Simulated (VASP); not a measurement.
# C (Im-3m) in VASP: notebook

C is run at these levels: PBE; tasks: single point, relaxation of cell and atoms.

All numbers are computed with VASP 6.6.1; they aren't measurements. Logs are shortened: lines on timing, memory, paths and dates and some standing lists are left out, and cuts for length are marked.

## Step 1: The cell of the first run

Symmetry: Im-3m, No. 229, cubic system. Conventional cell: a = 3.375 Å, b = 3.375 Å, c = 3.375 Å, α = 90.00°, β = 90.00°, γ = 90.00°. Within 2.2 Å of C (site symmetry 4/mmm) lie 4 C at 1.69 Å.

The cell was built from a structure type or drawn by symmetry, and may not be a known phase.

## Step 2: Single point, PBE

INCAR reads:

```
ALGO = Normal ; EDIFF = 1E-7
ENCUT = 520 ; GGA = PE
ISIF = 2 ; ISMEAR = 0
LASPH = T ; LCHARG = F
LREAL = F ; LWAVE = F
NBANDS = 13 ; NELM = 100
PREC = Accurate ; SIGMA = 0.1
```

KPOINTS reads:

```
k-points
0
Gamma
  8 8 8
```

POSCAR reads:

```
C
1.0
   -1.6874529200      1.6874529200      1.6874529200
    1.6874529200     -1.6874529200      1.6874529200
    1.6874529200      1.6874529200     -1.6874529200
C
3
Direct
    0.0000000000      0.5000000000      0.5000000000
    0.5000000000      0.0000000000      0.5000000000
    0.5000000000      0.5000000000      0.0000000000
```

Potentials or basis: VASP PAW PBE potentials, release 64 (C).

Run with:

```
$ cat potpaw_PBE.64/C/POTCAR > POTCAR
$ mpirun -np 1 vasp_std > vasp.out
```

OUTCAR:

```text
EDIFF = 1E-7
   ENCUT = 520
   GGA = PE
   ISIF = 2
   ISMEAR = 0
   LASPH = T
   LREAL = F
   NELM = 100
   PREC = Accurate

 ion  position               nearest neighbor table
   1  0.000  0.500  0.500-   2 1.69   3 1.69   3 1.69   2 1.69
   2  0.500  0.000  0.500-   1 1.69   3 1.69   3 1.69   1 1.69
   3  0.500  0.500  0.000-   1 1.69   2 1.69   2 1.69   1 1.69

  LATTYP: Found a body centered cubic cell.
 ALAT       =     3.3749058400

  Lattice vectors:

 A1 = (  -1.6874529200,   1.6874529200,   1.6874529200)
 A2 = (   1.6874529200,  -1.6874529200,   1.6874529200)
 A3 = (   1.6874529200,   1.6874529200,  -1.6874529200)

Analysis of symmetry for initial positions (statically):
=====================================================================
 Subroutine PRICEL returns:
 Original cell was already a primitive cell.

 Routine SETGRP: Setting up the symmetry group for a
 body centered cubic supercell.

 Subroutine GETGRP returns: Found 48 space group operations
 (whereof 48 operations were pure point group operations)
 out of a pool of 48 trial point group operations.

The static configuration has the point symmetry O_h .

Analysis of symmetry for dynamics (positions and initial velocities):
=====================================================================
 Subroutine PRICEL returns:
 Original cell was already a primitive cell.

 Routine SETGRP: Setting up the symmetry group for a
 body centered cubic supercell.

 Subroutine GETGRP returns: Found 48 space group operations
 (whereof 48 operations were pure point group operations)
 out of a pool of 48 trial point group operations.

The dynamic configuration has the point symmetry O_h .

 Subroutine INISYM returns: Found 48 space group operations
 (whereof 48 operations are pure point group operations),
 and found     1 'primitive' translations

----------------------------------------------------------------------------------------

                                     Primitive cell

  volume of cell :      19.2201

  direct lattice vectors                    reciprocal lattice vectors
    -1.687452920  1.687452920  1.687452920     0.000000000  0.296304563  0.296304563
     1.687452920 -1.687452920  1.687452920     0.296304563  0.000000000  0.296304563
     1.687452920  1.687452920 -1.687452920     0.296304563  0.296304563  0.000000000

  length of vectors
     2.922754193  2.922754193  2.922754193     0.419037932  0.419037932  0.419037932

  position of ions in fractional coordinates (direct lattice)
     0.000000000  0.500000000  0.500000000
     0.500000000  0.000000000  0.500000000
     0.500000000  0.500000000  0.000000000

  ion indices of the primitive-cell ions
   primitive index   ion index
                 1           1
                 2           2
                 3           3

----------------------------------------------------------------------------------------

 KPOINTS: k-points

Automatic generation of k-mesh.
 Grid dimensions read from file:
 generate k-points for:    8    8    8

 Generating k-lattice:

  Cartesian coordinates                     Fractional coordinates (reciprocal lattice)
     0.000000000  0.037038070  0.037038070     0.125000000  0.000000000  0.000000000
     0.037038070  0.000000000  0.037038070     0.000000000  0.125000000  0.000000000
     0.037038070  0.037038070  0.000000000     0.000000000  0.000000000  0.125000000

  Length of vectors
     0.052379741  0.052379741  0.052379741

  Shift w.r.t. Gamma in fractional coordinates (k-lattice)
     0.000000000  0.000000000  0.000000000

 Subroutine IBZKPT returns following result:
 ===========================================

 Found     29 irreducible k-points:

 Following reciprocal coordinates:
            Coordinates               Weight
  0.000000  0.000000  0.000000      1.000000
  0.125000  0.000000  0.000000     12.000000
  0.250000  0.000000  0.000000     12.000000
  0.375000  0.000000  0.000000     12.000000
  0.500000  0.000000  0.000000      6.000000
  0.125000  0.125000  0.000000     24.000000
[... 16 lines left out ...]
 -0.250000  0.250000  0.250000      6.000000
 -0.375000  0.375000  0.250000     24.000000
 [... further k-points ...]
   k-points           NKPTS =     29   k-points in BZ     NKDIM =     29   number of bands    NBANDS=     13
   number of dos      NEDOS =    301   number of ions     NIONS =      3
   total plane-waves  NPLWV =  13824
   dimension x,y,z NGX =    24 NGY =   24 NGZ =   24
   dimension x,y,z NGXF=    48 NGYF=   48 NGZF=   48
   ions per type =               3
   NGX,Y,Z   is equivalent  to a cutoff of  13.65, 13.65, 13.65 a.u.
   NGXF,Y,Z  is equivalent  to a cutoff of  27.30, 27.30, 27.30 a.u.
 SYSTEM =  unknown system
   PREC   = accura    normal or accurate (medium, high low for compatibility)
   ISTART =      0    job   : 0-new  1-cont  2-samecut
   ICHARG =      2    charge: 1-file 2-atom 10-const
   ISPIN  =      1    spin polarized calculation?
   LNONCOLLINEAR =      F non collinear calculations
   LSORBIT =      F    spin-orbit coupling
   LASPH  =      T    aspherical Exc in radial PAW
   ENCUT  =  520.0 eV  38.22 Ry    6.18 a.u.   5.43  5.43  5.43*2*pi/ulx,y,z
   NELM   =    100;   NELMIN=  2; NELMDL= -5     # of ELM steps
   EDIFF  = 0.1E-06   stopping-criterion for ELM
   LREAL  =      F    real-space projection
   EDIFFG = 0.1E-05   stopping-criterion for IOM
   NSW    =      0    number of steps for IOM
   IBRION =     -1    ionic relax: 0-MD 1-quasi-New 2-CG
   NFREE  =      0    steps in history (QN), initial steepest desc. (CG)
   ISIF   =      2    stress and relaxation
   ISYM   =      2    0-nonsym 1-usesym 2-fastsym
   POTIM  = 0.5000    time-step for ionic-motion
   TEBEG  =    0.0;   TEEND  =   0.0 temperature during run
   PSTRESS=    0.0 pullay stress
   NELECT =      12.0000    total number of electrons
   NUPDOWN=      -1.0000    fix difference up-down
   EMIN   =  10.00;   EMAX   =-10.00  energy-range for DOS
   EFERMI =   0.00;   METHOD = LEGACY
   ISMEAR =     0;   SIGMA  =   0.10  broadening in eV -4-tet -1-fermi 0-gaus
   EFERMI_NEDOS =   21; number of points for ismear=-14 and -15
   IALGO  =     38    algorithm
   IMIX   =      4    mixing-type and parameters
     AMIX     =   0.40;   BMIX     =  1.00
     AMIX_MAG =   1.60;   BMIX_MAG =  1.00
  volume/ion in A,a.u.               =       6.41        43.23
  Fermi-wavevector in a.u.,A,eV,Ry     =   1.399212  2.644128 26.637415  1.957795
  Thomas-Fermi vector in A             =   2.522294
   LORBIT       =      0    0 simple, 1 ext, 2 COOP (PROOUT), +10 PAW based schemes
   GGA     = PE    functional components
   LHFCALC =     F    Hartree Fock is set to
   AEXX    =    0.0000 exact exchange contribution
   IVDW    =     0    specifies the selected vdW correction
   LEPSILON=     F    determine dielectric tensor
   LRPA    =     F    only Hartree local field effects (RPA)
 non-spin polarized calculation
 Gauss-broadening in eV      SIGMA  =   0.10
  energy-cutoff  :      520.00
  volume of cell :       19.22
 maximum number of plane-waves:       532
 NGX is ok and might be reduce to    24
   NGX = 11   NGY = 11   NGZ = 11

 number of electron      12.0000001 magnetization

 Free energy of the ion-electron system (eV)
  ---------------------------------------------------
  ext. energy  EPLUGINS =         0.00000000
  ---------------------------------------------------
  free energy    TOTEN  =       -18.00415775 eV

  energy without entropy =      -17.99681557  energy(sigma->0) =      -18.00048666

 E-fermi :   9.0571     XC(G=0): -13.0344

 val. band max:        9.0369307227   @ k =  -0.1250   0.1250   0.1250
 cond. band min:       9.0904701100   @ k =   0.1250   0.0000   0.0000
 fundamental gap:      0.0535393874
 Fermi energy:         9.0571475504

 k-point     1 :       0.0000    0.0000    0.0000
  band No.  band energies     occupation
      1     -11.9274      2.00000
      2       2.7800      2.00000
      3       2.7800      2.00000
      4       2.7800      2.00000
      5       8.5926      2.00000
      6       8.5926      2.00000
      7       9.5349      0.00000
      8       9.5349      0.00000
      9       9.5349      0.00000
     10      20.1614      0.00000
     11      20.1614      0.00000
     12      20.1614      0.00000
     13      21.6221      0.00000

 k-point     2 :       0.1250    0.0000    0.0000
  band No.  band energies     occupation
      1     -11.6049      2.00000
      2       1.4933      2.00000
      3       2.5253      2.00000
      4       2.7187      2.00000
      5       8.1200      2.00000
      6       8.4046      2.00000
      7       9.0905      0.63746
      8       9.7583      0.00000
      9      10.6654      0.00000
     10      21.1192      0.00000
     11      21.1623      0.00000
     12      21.4551      0.00000
     13      21.6027      0.00000

 k-point     3 :       0.2500    0.0000    0.0000
  band No.  band energies     occupation
      1     -10.6471      2.00000
      2      -1.1709      2.00000
      3       1.9684      2.00000
      4       2.5251      2.00000
      5       7.0464      2.00000
      6       8.1680      2.00000
      7       8.2112      2.00000
      8      11.4150      0.00000
      9      12.4402      0.00000
     10      19.6006      0.00000
     11      20.3113      0.00000
     12      22.8051      0.00000
     13      23.7578      0.00000
[... 305 lines left out ...]
 k-point    23 :      -0.2500    0.2500    0.2500
  band No.  band energies     occupation
      1      -9.3808      2.00000
      2      -1.2106      2.00000
      3       0.4824      2.00000
      4       0.4824      2.00000
      5       3.9277      2.00000
      6       9.6721      0.00000
      7       9.6721      0.00000
      8      11.5002      0.00000
      9      13.3323      0.00000
     10      16.2165      0.00000
     11      23.3465      0.00000
     12      23.5465      0.00000
     13      23.5465      0.00000

 k-point    24 :      -0.3750    0.3750    0.2500
  band No.  band energies     occupation
      1      -7.8542      2.00000
      2      -3.1260      2.00000
      3      -0.2643      2.00000
      4       0.1319      2.00000
      5       3.4251      2.00000
      6       9.4930      0.00000
      7      10.1564      0.00000
      8      10.8384      0.00000
      9      12.7244      0.00000
     10      18.7056      0.00000
     11      23.1011      0.00000
     12      23.7301      0.00000
     13      25.7864      0.00000

 [... further k-points ...]

------------------------ aborting loop because EDIFF is reached ----------------------------------------

  FORCE on cell =-STRESS in cart. coord.  units (eV):
  Direction    XX          YY          ZZ          XY          YZ          ZX
  --------------------------------------------------------------------------------------
  -------------------------------------------------------------------------------------
  Total       -1.4273391     -1.4273391     -1.4273391     -0.0000000      0.0000000     -0.0000000
  in kB     -118.9824086   -118.9824086   -118.9824086     -0.0000000      0.0000000     -0.0000000
  external PRESSURE =    -118.9824086 kB  Pullay stress =       0.0000000 kB

 VOLUME and BASIS-vectors are now :
 -----------------------------------------------------------------------------
  energy-cutoff  :      520.00
  volume of cell :       19.22
      direct lattice vectors                 reciprocal lattice vectors
    -1.687452920  1.687452920  1.687452920     0.000000000  0.296304563  0.296304563
     1.687452920 -1.687452920  1.687452920     0.296304563  0.000000000  0.296304563
     1.687452920  1.687452920 -1.687452920     0.296304563  0.296304563  0.000000000

 POSITION                                       TOTAL-FORCE (eV/Angst)
 -----------------------------------------------------------------------------------
      1.68745      0.00000      0.00000         0.000000      0.000000      0.000000
      0.00000      1.68745      0.00000        -0.000000      0.000000     -0.000000
      0.00000      0.00000      1.68745        -0.000000     -0.000000      0.000000
 -----------------------------------------------------------------------------------
    total drift:                               -0.000000     -0.000000      0.000000

  FREE ENERGIE OF THE ION-ELECTRON SYSTEM (eV)
  ---------------------------------------------------
  free  energy   TOTEN  =       -18.0041577491 eV

  energy  without entropy=      -17.9968155681  energy(sigma->0) =      -18.00048666
```

Wall time 11 s (1 thread of Intel Xeon 8259CL, shared host); peak memory 0.13 GiB.

Results:

```yaml
Free_energy: -18.0042 eV
Pressure: -11.9 GPa
Band_gap_on_the_k_mesh: zero (bands 6 and 7 overlap by 2.58 eV)
```

Caveat: the cell stands under tension.

## Step 3: Single point, PBE

This run uses another cell than the first one, of 6.11 Å³/atom.

INCAR reads:

```
PREC = Accurate ; ENCUT = 520
EDIFF = 1E-6 ; ISMEAR = 0
SIGMA = 0.1 ; LREAL = F
LASPH = T ; NELM = 60
ALGO = Normal ; ISIF = 2
LWAVE = F ; LCHARG = F
GGA = PE ; NBANDS = 13
```

KPOINTS reads:

```
regular mesh
0
Gamma
  8 8 8
```

POSCAR reads:

```
C
1.0
   -1.6606909801      1.6606909801      1.6606909801
    1.6606909801     -1.6606909801      1.6606909801
    1.6606909801      1.6606909801     -1.6606909801
C
3
Direct
    0.0000000000      0.5000000000      0.5000000000
    0.5000000000      0.0000000000      0.5000000000
    0.5000000000      0.5000000000      0.0000000000
```

Potentials or basis: VASP PAW PBE potentials, release 64 (C).

Run with:

```
$ cat potpaw_PBE.64/C/POTCAR > POTCAR
$ mpirun -np 1 vasp_std > vasp.out
```

OUTCAR:

```text
PREC = Accurate
   ENCUT = 520
   EDIFF = 1E-6
   ISMEAR = 0
   LREAL = F
   LASPH = T
   NELM = 60
   ISIF = 2
   GGA = PE

 ion  position               nearest neighbor table
   1  0.000  0.500  0.500-   2 1.66   3 1.66   3 1.66   2 1.66
   2  0.500  0.000  0.500-   1 1.66   3 1.66   3 1.66   1 1.66
   3  0.500  0.500  0.000-   1 1.66   2 1.66   2 1.66   1 1.66

  LATTYP: Found a body centered cubic cell.
 ALAT       =     3.3213819602

  Lattice vectors:

 A1 = (  -1.6606909801,   1.6606909801,   1.6606909801)
 A2 = (   1.6606909801,  -1.6606909801,   1.6606909801)
 A3 = (   1.6606909801,   1.6606909801,  -1.6606909801)

Analysis of symmetry for initial positions (statically):
=====================================================================
 Subroutine PRICEL returns:
 Original cell was already a primitive cell.

 Routine SETGRP: Setting up the symmetry group for a
 body centered cubic supercell.

 Subroutine GETGRP returns: Found 48 space group operations
 (whereof 48 operations were pure point group operations)
 out of a pool of 48 trial point group operations.

The static configuration has the point symmetry O_h .

Analysis of symmetry for dynamics (positions and initial velocities):
=====================================================================
 Subroutine PRICEL returns:
 Original cell was already a primitive cell.

 Routine SETGRP: Setting up the symmetry group for a
 body centered cubic supercell.

 Subroutine GETGRP returns: Found 48 space group operations
 (whereof 48 operations were pure point group operations)
 out of a pool of 48 trial point group operations.

The dynamic configuration has the point symmetry O_h .

 Subroutine INISYM returns: Found 48 space group operations
 (whereof 48 operations are pure point group operations),
 and found     1 'primitive' translations

[... 122 lines left out ...]
   LHFCALC =     F    Hartree Fock is set to
   AEXX    =    0.0000 exact exchange contribution
   IVDW    =     0    specifies the selected vdW correction
   LEPSILON=     F    determine dielectric tensor
   LRPA    =     F    only Hartree local field effects (RPA)
 non-spin polarized calculation
 Gauss-broadening in eV      SIGMA  =   0.10
  energy-cutoff  :      520.00
  volume of cell :       18.32
 maximum number of plane-waves:       531
 NGX is ok and might be reduce to    24
   NGX = 11   NGY = 11   NGZ = 11

 number of electron      12.0000001 magnetization

 Free energy of the ion-electron system (eV)
  ---------------------------------------------------
  ext. energy  EPLUGINS =         0.00000000
  ---------------------------------------------------
  free energy    TOTEN  =       -18.03775480 eV

  energy without entropy =      -18.03040940  energy(sigma->0) =      -18.03408210

 E-fermi :   9.6833     XC(G=0): -13.2698

 val. band max:        9.6511764994   @ k =  -0.1250   0.1250   0.1250
 cond. band min:       9.7058296427   @ k =   0.1250   0.0000   0.0000
 fundamental gap:      0.0546531433
 Fermi energy:         9.6832626453

 k-point     1 :       0.0000    0.0000    0.0000
  band No.  band energies     occupation
      1     -11.8985      2.00000
      2       3.1889      2.00000
      3       3.1889      2.00000
      4       3.1889      2.00000
      5       9.7346      0.46767
      6       9.7346      0.46767
      7      10.1876      0.00000
      8      10.1876      0.00000
      9      10.1876      0.00000
     10      20.8413      0.00000
     11      20.8413      0.00000
     12      20.8413      0.00000
     13      22.5059      0.00000
[... 354 lines left out ...]
  band No.  band energies     occupation
      1      -7.6813      2.00000
      2      -2.7632      2.00000
      3      -0.0274      2.00000
      4       0.5306      2.00000
      5       3.9604      2.00000
      6      10.1400      0.00000
      7      10.8367      0.00000
      8      11.6935      0.00000
      9      13.6160      0.00000
     10      19.9137      0.00000
     11      24.4761      0.00000
     12      25.1113      0.00000
     13      26.6852      0.00000

 [... further k-points ...]

------------------------ aborting loop because EDIFF is reached ----------------------------------------

  FORCE on cell =-STRESS in cart. coord.  units (eV):
  Direction    XX          YY          ZZ          XY          YZ          ZX
  --------------------------------------------------------------------------------------
  -------------------------------------------------------------------------------------
  Total       -0.0284517     -0.0284517     -0.0284517      0.0000000     -0.0000000     -0.0000000
  in kB       -2.4882383     -2.4882383     -2.4882383      0.0000000     -0.0000000     -0.0000000
  external PRESSURE =      -2.4882383 kB  Pullay stress =       0.0000000 kB

 VOLUME and BASIS-vectors are now :
 -----------------------------------------------------------------------------
  energy-cutoff  :      520.00
  volume of cell :       18.32
      direct lattice vectors                 reciprocal lattice vectors
    -1.660690980  1.660690980  1.660690980     0.000000000  0.301079494  0.301079494
     1.660690980 -1.660690980  1.660690980     0.301079494  0.000000000  0.301079494
     1.660690980  1.660690980 -1.660690980     0.301079494  0.301079494  0.000000000

 POSITION                                       TOTAL-FORCE (eV/Angst)
 -----------------------------------------------------------------------------------
      1.66069      0.00000      0.00000         0.000000      0.000000     -0.000000
      0.00000      1.66069      0.00000        -0.000000      0.000000     -0.000000
      0.00000      0.00000      1.66069         0.000000     -0.000000      0.000000
 -----------------------------------------------------------------------------------
    total drift:                               -0.000000     -0.000000      0.000000

  FREE ENERGIE OF THE ION-ELECTRON SYSTEM (eV)
  ---------------------------------------------------
  free  energy   TOTEN  =       -18.0377547995 eV

  energy  without entropy=      -18.0304094049  energy(sigma->0) =      -18.03408210
```

Wall time 11 s (1 thread of Intel Xeon 8259CL, shared host); peak memory 0.13 GiB.

Results:

- Free energy: -18.0378 eV
- Pressure: -0.2 GPa
- Band gap on the k mesh: zero (bands 6 and 7 overlap by 2.71 eV)

Levels at points of the mesh, in eV from the Fermi level:
```tsv
k point	band 2	band 3	band 4	band 5	band 6	band 7	band 8	band 9	band 10	band 11
(0.00, 0.00, 0.00)	-6.49	-6.49	-6.49	0.05	0.05	0.50	0.50	0.50	11.16	11.16
(0.50, 0.00, 0.00)	-15.53	-8.08	-6.88	-3.43	-1.95	0.31	5.43	6.31	7.09	9.01
(0.50, 0.50, 0.50)	-12.39	-11.18	-11.18	-11.18	-2.82	3.77	3.77	3.77	15.80	15.80
```

[end of part 1 of 2]
